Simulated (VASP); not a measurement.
# Li (R-3m) in VASP: relaxation of cell and atoms with PBEsol

Aim: the relaxation of cell and atoms of Li with PBEsol.

All numbers are computed with VASP 6.6.1; they aren't measurements. Logs are shortened: lines on timing, memory, paths and dates and some standing lists are left out, and cuts for length are marked.

## Step 1: The cell of the first run

The structure is trigonal, space group R-3m (No. 166). The conventional cell has a = 3.571 Å, b = 3.571 Å, c = 9.463 Å, α = 90.00°, β = 90.00°, γ = 120.00°. Li (site symmetry 3m) has 6 Li at 2.40 to 2.82 Å within 3.2 Å.

## Step 2: Relaxation of cell and atoms, PBEsol, target pressure 4.1 GPa, at which the enthalpy is minimised

File INCAR:

```
ALGO = Normal ; EDIFF = 1E-6
EDIFFG = -0.005 ; ENCUT = 600
GGA = PS ; IBRION = 2
ISIF = 3 ; ISMEAR = -1
LASPH = T ; LCHARG = F
LREAL = F ; LWAVE = F
NELM = 80 ; NSW = 60
PREC = Accurate ; PSTRESS = 41.0
SIGMA = 0.05
```

File KPOINTS:

```
k-points
0
Gamma
  13 13 13
```

File POSCAR:

```
Li
1.0
    1.7855226060     -1.0308719572      3.1544232707
    0.0000000000      2.0617439145      3.1544232707
   -1.7855226060     -1.0308719572      3.1544232707
Li
2
Direct
    0.2320000000      0.2320000000      0.2320000000
   -0.2320000000     -0.2320000000     -0.2320000000
```

Potentials or basis: VASP PAW PBE potentials, release 64 (Li_sv).

The run is started by

```
$ cat potpaw_PBE.64/Li_sv/POTCAR > POTCAR
$ mpirun -np 1 vasp_std > vasp.out
```

OUTCAR:

```text
EDIFF = 1E-6
   EDIFFG = -0.005
   ENCUT = 600
   GGA = PS
   IBRION = 2
   ISIF = 3
   ISMEAR = -1
   LASPH = T
   LREAL = F
   NELM = 80
   NSW = 60
   PREC = Accurate
   PSTRESS = 41.0

 ion  position               nearest neighbor table
   1  0.232  0.232  0.232-   2 2.40   2 2.40   2 2.40
   2  0.768  0.768  0.768-   1 2.40   1 2.40   1 2.40

  LATTYP: Found a trigonal (rhomboedric) cell.
 ALAT       =     3.7684445252
 COS(alpha) =     0.5510102270

  Lattice vectors:

 A1 = (   1.7855226060,  -1.0308719572,   3.1544232707)
 A2 = (   0.0000000000,   2.0617439145,   3.1544232707)
 A3 = (  -1.7855226060,  -1.0308719572,   3.1544232707)

Analysis of symmetry for initial positions (statically):
=====================================================================
 Subroutine PRICEL returns:
 Original cell was already a primitive cell.

 Routine SETGRP: Setting up the symmetry group for a
 trigonal (rhombohedral) supercell.

 Subroutine GETGRP returns: Found 12 space group operations
 (whereof 12 operations were pure point group operations)
 out of a pool of 12 trial point group operations.

The static configuration has the point symmetry D_3d.

Analysis of symmetry for dynamics (positions and initial velocities):
=====================================================================
 Subroutine PRICEL returns:
 Original cell was already a primitive cell.

 Routine SETGRP: Setting up the symmetry group for a
 trigonal (rhombohedral) supercell.

 Subroutine GETGRP returns: Found 12 space group operations
 (whereof 12 operations were pure point group operations)
 out of a pool of 12 trial point group operations.

The dynamic configuration has the point symmetry D_3d.

 Subroutine INISYM returns: Found 12 space group operations
 (whereof 12 operations are pure point group operations),
 and found     1 'primitive' translations

----------------------------------------------------------------------------------------

                                     Primitive cell

  volume of cell :      34.8370

  direct lattice vectors                    reciprocal lattice vectors
     1.785522606 -1.030871957  3.154423271     0.280030059 -0.161675430  0.105671720
     0.000000000  2.061743915  3.154423271     0.000000000  0.323350859  0.105671720
    -1.785522606 -1.030871957  3.154423271    -0.280030059 -0.161675430  0.105671720

  length of vectors
     3.768444525  3.768444525  3.768444525     0.340179792  0.340179792  0.340179792

  position of ions in fractional coordinates (direct lattice)
     0.232000000  0.232000000  0.232000000
     0.768000000  0.768000000  0.768000000

  ion indices of the primitive-cell ions
   primitive index   ion index
                 1           1
                 2           2

----------------------------------------------------------------------------------------

 KPOINTS: k-points

Automatic generation of k-mesh.
 Grid dimensions read from file:
 generate k-points for:   13   13   13

 Generating k-lattice:

  Cartesian coordinates                     Fractional coordinates (reciprocal lattice)
     0.021540774 -0.012436572  0.008128594     0.076923077  0.000000000  0.000000000
     0.000000000  0.024873143  0.008128594     0.000000000  0.076923077  0.000000000
    -0.021540774 -0.012436572  0.008128594     0.000000000  0.000000000  0.076923077

  Length of vectors
     0.026167676  0.026167676  0.026167676

  Shift w.r.t. Gamma in fractional coordinates (k-lattice)
     0.000000000  0.000000000  0.000000000

 Subroutine IBZKPT returns following result:
 ===========================================

 Found    231 irreducible k-points:

 Following reciprocal coordinates:
            Coordinates               Weight
  0.000000  0.000000  0.000000      1.000000
  0.076923  0.000000  0.000000      6.000000
  0.153846  0.000000  0.000000      6.000000
  0.230769  0.000000  0.000000      6.000000
  0.307692  0.000000  0.000000      6.000000
  0.384615  0.000000  0.000000      6.000000
[... 16 lines left out ...]
  0.384615  0.153846  0.000000     12.000000
  0.461538  0.153846  0.000000     12.000000
 [... further k-points ...]
   k-points           NKPTS =    231   k-points in BZ     NKDIM =    231   number of bands    NBANDS=      7
   number of dos      NEDOS =    301   number of ions     NIONS =      2
   total plane-waves  NPLWV =  27000
   dimension x,y,z NGX =    30 NGY =   30 NGZ =   30
   dimension x,y,z NGXF=    60 NGYF=   60 NGZF=   60
   ions per type =               2
   NGX,Y,Z   is equivalent  to a cutoff of  13.23, 13.23, 13.23 a.u.
   NGXF,Y,Z  is equivalent  to a cutoff of  26.47, 26.47, 26.47 a.u.
 SYSTEM =  unknown system
   PREC   = accura    normal or accurate (medium, high low for compatibility)
   ISTART =      0    job   : 0-new  1-cont  2-samecut
   ICHARG =      2    charge: 1-file 2-atom 10-const
   ISPIN  =      1    spin polarized calculation?
   LNONCOLLINEAR =      F non collinear calculations
   LSORBIT =      F    spin-orbit coupling
   LASPH  =      T    aspherical Exc in radial PAW
   ENCUT  =  600.0 eV  44.10 Ry    6.64 a.u.   7.53  7.53  7.53*2*pi/ulx,y,z
   NELM   =     80;   NELMIN=  2; NELMDL= -5     # of ELM steps
   EDIFF  = 0.1E-05   stopping-criterion for ELM
   LREAL  =      F    real-space projection
   EDIFFG = -.5E-02   stopping-criterion for IOM
   NSW    =     60    number of steps for IOM
   IBRION =      2    ionic relax: 0-MD 1-quasi-New 2-CG
   NFREE  =      1    steps in history (QN), initial steepest desc. (CG)
   ISIF   =      3    stress and relaxation
   ISYM   =      2    0-nonsym 1-usesym 2-fastsym
   POTIM  = 0.5000    time-step for ionic-motion
   TEBEG  =    0.0;   TEEND  =   0.0 temperature during run
   PSTRESS=   41.0 pullay stress
   NELECT =       6.0000    total number of electrons
   NUPDOWN=      -1.0000    fix difference up-down
   EMIN   =  10.00;   EMAX   =-10.00  energy-range for DOS
   EFERMI =   0.00;   METHOD = LEGACY
   ISMEAR =    -1;   SIGMA  =   0.05  broadening in eV -4-tet -1-fermi 0-gaus
   EFERMI_NEDOS =   21; number of points for ismear=-14 and -15
   IALGO  =     38    algorithm
   IMIX   =      4    mixing-type and parameters
     AMIX     =   0.40;   BMIX     =  1.00
     AMIX_MAG =   1.60;   BMIX_MAG =  1.00
  volume/ion in A,a.u.               =      17.42       117.55
  Fermi-wavevector in a.u.,A,eV,Ry     =   0.910846  1.721249 11.287936  0.829640
  Thomas-Fermi vector in A             =   2.035056
   LORBIT       =      0    0 simple, 1 ext, 2 COOP (PROOUT), +10 PAW based schemes
   GGA     = PS    functional components
   LHFCALC =     F    Hartree Fock is set to
   AEXX    =    0.0000 exact exchange contribution
   IVDW    =     0    specifies the selected vdW correction
   LEPSILON=     F    determine dielectric tensor
   LRPA    =     F    only Hartree local field effects (RPA)
 conjugate gradient relaxation of ions
 non-spin polarized calculation
  energy-cutoff  :      600.00
  volume of cell :       34.84
 maximum number of plane-waves:      1183
 NGX is ok and might be reduce to    30
   NGX = 15   NGY = 15   NGZ = 15

--------------------------------------- Ionic step        1  -------------------------------------------

 number of electron       6.0000002 magnetization

 Free energy of the ion-electron system (eV)
  ---------------------------------------------------
  ext. energy  EPLUGINS =         0.00000000
  ---------------------------------------------------
  free energy    TOTEN  =        -3.54309384 eV

  energy without entropy =       -3.53726517  energy(sigma->0) =       -3.54017951

------------------------ aborting loop because EDIFF is reached ----------------------------------------

  FORCE on cell =-STRESS in cart. coord.  units (eV):
  Direction    XX          YY          ZZ          XY          YZ          ZX
  --------------------------------------------------------------------------------------
  -------------------------------------------------------------------------------------
  Total        0.6782156      0.6782156      0.2688589     -0.0000000      0.0000000      0.0000000
  in kB       31.1915583     31.1915583     12.3649897     -0.0000000      0.0000000      0.0000000
  external PRESSURE =     -16.0839646 kB  Pullay stress =      41.0000000 kB
[... 97 lines left out ...]
  energy  without entropy=       -3.5789828708  energy(sigma->0) =       -3.58127733

  enthalpy is  TOTEN    =        -2.7797713385 eV   P V=        0.8038004494

 E-fermi :   1.5653     XC(G=0):  -7.8255

 val. band max:        1.5374494995   @ k =  -0.3846   0.4615   0.2308
 cond. band min:       1.5671202389   @ k =  -0.3846  -0.4615   0.2308
 fundamental gap:      0.0296707394
 Fermi energy:         1.5652564007

 k-point     1 :       0.0000    0.0000    0.0000
  band No.  band energies     occupation
      1     -43.9404      2.00000
      2     -43.8263      2.00000
      3      -2.2736      2.00000
      4       3.1645      0.00000
      5       7.5285      0.00000
      6      14.6080      0.00000
      7      14.6080      0.00000
[... 221 lines left out ...]
 k-point    24 :       0.4615    0.1538    0.0000
  band No.  band energies     occupation
      1     -43.8799      2.00000
      2     -43.8483      2.00000
      3       0.5817      2.00000
      4       3.7206      0.00000
      5       5.5911      0.00000
      6       8.7849      0.00000
      7      10.3819      0.00000

 [... further k-points ...]

[... ionic steps 4 to 36 ...]

--------------------------------------- Ionic step       37  -------------------------------------------

 number of electron       5.9999988 magnetization

------------------------ aborting loop because EDIFF is reached ----------------------------------------
[... 71 lines left out ...]
--------------------------------------- Ionic step       39  -------------------------------------------

 number of electron       5.9999990 magnetization

 Free energy of the ion-electron system (eV)
  ---------------------------------------------------
  ext. energy  EPLUGINS =         0.00000000
  ---------------------------------------------------
  free energy    TOTEN  =        -3.73971408 eV

  energy without entropy =       -3.73360967  energy(sigma->0) =       -3.73666188

 E-fermi :   1.3902     XC(G=0):  -7.6874

 val. band max:        1.3772305011   @ k =  -0.4615   0.3077   0.2308
 cond. band min:       1.4207858093   @ k =  -0.3077   0.3077   0.3077
 fundamental gap:      0.0435553082
 Fermi energy:         1.3901519430

 k-point     1 :       0.0000    0.0000    0.0000
  band No.  band energies     occupation
      1     -44.1772      2.00000
      2     -44.0871      2.00000
      3      -2.4116      2.00000
      4       2.8922      0.00000
      5       7.1461      0.00000
      6      14.0416      0.00000
      7      14.0416      0.00000
[... 221 lines left out ...]
 k-point    24 :       0.4615    0.1538    0.0000
  band No.  band energies     occupation
      1     -44.1278      2.00000
      2     -44.1047      2.00000
      3       0.4202      2.00000
      4       3.5002      0.00000
      5       5.2571      0.00000
      6       8.3957      0.00000
      7       9.9054      0.00000

 [... further k-points ...]
[... 5 lines left out ...]
  --------------------------------------------------------------------------------------
  -------------------------------------------------------------------------------------
  Total        0.7926317      0.7926317      0.8001814     -0.0000000      0.0000000     -0.0000000
  in kB       40.6484002     40.6484002     41.0355728     -0.0000000      0.0000000     -0.0000000
  external PRESSURE =      -0.2225423 kB  Pullay stress =      41.0000000 kB
[... 21 lines left out ...]
  energy  without entropy=       -3.7336096735  energy(sigma->0) =       -3.73666188

  enthalpy is  TOTEN    =        -2.9402263032 eV   P V=        0.7994877760

 reached required accuracy - stopping structural energy minimisation
```

It took 21 min on 1 thread of Intel Xeon 8259CL, shared host; peak memory 0.2 GiB.

What came out:

| Property | Result |
| --- | --- |
| Free energy | -3.7397 eV |
| Relaxed volume | 15.62 Å³/atom |
| Relaxed cell | a = 4.373 Å, b = 4.373 Å, c = 4.373 Å, α = 40.08°, β = 40.08°, γ = 40.08° |
| Space group after relaxing (to 0.1 Å) | R-3m (No. 166) |
| Energy change on relaxing (the run minimises the enthalpy) | -98.3 meV/atom |
| Ionic steps | 39 |
| Pressure after relaxing | 4.1 GPa |
| Largest force after relaxing | 0.004 eV/Å |
| Band gap on the k mesh | zero (bands 3 and 4 overlap by 3.23 eV) |

Forces in eV/Å, atoms in the order of the input:
```
Li   0.000  0.000  0.004
Li   0.000  0.000 -0.004
```

Step by step:
| step | energy change (eV) | largest force (eV/Å) | pressure (GPa) | volume (Å³) |
| --- | --- | --- | --- | --- |
| 1 | 0.0000 | 0.6836 | 2.49 | 34.84 |
| 2 | -0.0283 | 0.5592 | 2.88 | 33.96 |
| 3 | -0.0405 | 0.1490 | 4.57 | 31.41 |
| 4 | -0.0302 | 0.0673 | 4.97 | 30.94 |
| 5 | -0.0482 | 0.0317 | 4.48 | 31.52 |
| 6 | -0.0619 | 0.0019 | 4.08 | 32.02 |
| 7 | -0.0625 | 0.0010 | 4.07 | 32.04 |
| 8 | -0.0625 | 0.0009 | 4.07 | 32.03 |
| 9 | -0.0625 | 0.0062 | 4.09 | 32.01 |
| 10 | -0.0627 | 0.0177 | 4.13 | 31.97 |
| 11 | -0.0646 | 0.0438 | 4.23 | 31.85 |
| 12 | -0.0743 | 0.1108 | 4.54 | 31.53 |
| 13 | -0.1030 | 0.2780 | 5.49 | 30.55 |
| 14 | 0.0384 | 0.6600 | 8.31 | 27.43 |
| 15 | -0.1027 | 0.4288 | 6.39 | 29.69 |
| 16 | -0.0308 | 0.6003 | 7.71 | 28.18 |
| 17 | -0.0882 | 0.5001 | 6.87 | 29.14 |
| 18 | -0.0844 | 0.5105 | 6.98 | 29.04 |
| 19 | -0.0844 | 0.5105 | 6.97 | 29.04 |
| 20 | -0.0844 | 0.5106 | 6.97 | 29.04 |
| 21 | -0.0844 | 0.5115 | 6.97 | 29.04 |
| 22 | -0.0845 | 0.5129 | 6.96 | 29.04 |
| 23 | -0.0844 | 0.5156 | 6.94 | 29.04 |
| 24 | -0.0845 | 0.5151 | 6.94 | 29.04 |
| 25 | -0.0849 | 0.5142 | 6.94 | 29.05 |
| 26 | -0.0855 | 0.5124 | 6.93 | 29.06 |
| 27 | -0.0868 | 0.5089 | 6.88 | 29.08 |
| 28 | -0.0894 | 0.5017 | 6.83 | 29.11 |
| 29 | -0.0946 | 0.4877 | 6.71 | 29.19 |
| 30 | -0.1045 | 0.4593 | 6.49 | 29.35 |
| 31 | -0.1233 | 0.4038 | 6.04 | 29.67 |
| 32 | -0.1561 | 0.2978 | 5.21 | 30.31 |
| 33 | -0.2041 | 0.1014 | 3.71 | 31.62 |
| 34 | -0.2080 | 0.0819 | 3.56 | 31.77 |
| 35 | -0.2061 | 0.0689 | 3.66 | 31.67 |
| 36 | -0.1995 | 0.0267 | 3.98 | 31.36 |
| 37 | -0.1958 | 0.0063 | 4.14 | 31.21 |
| 38 | -0.1961 | 0.0032 | 4.12 | 31.22 |
| 39 | -0.1966 | 0.0036 | 4.08 | 31.24 |

Final structure:
```cif
data_structure
_symmetry_space_group_name_H-M 'P 1'
_symmetry_Int_Tables_number 1
_cell_length_a 4.3733
_cell_length_b 4.3733
_cell_length_c 4.3733
_cell_angle_alpha 40.076
_cell_angle_beta 40.076
_cell_angle_gamma 40.076
_cell_volume 31.24
loop_
_atom_site_label
_atom_site_type_symbol
_atom_site_fract_x
_atom_site_fract_y
_atom_site_fract_z
_atom_site_occupancy
Li1 Li 0.24995 0.24995 0.24995 1
Li2 Li 0.75005 0.75005 0.75005 1
```

Caveat: the cutoff is under 1.25 times the usual one of these potentials, so pressure, stress and relaxed cells hold a basis-set (Pulay) error; the cell is relaxed towards a set pressure, so the run minimises the enthalpy, not the energy; a cell axis changed by over 15 % at a fixed basis, so the end point is rough; the PAW data sets were made with another functional, which shifts forces and pressure a little.
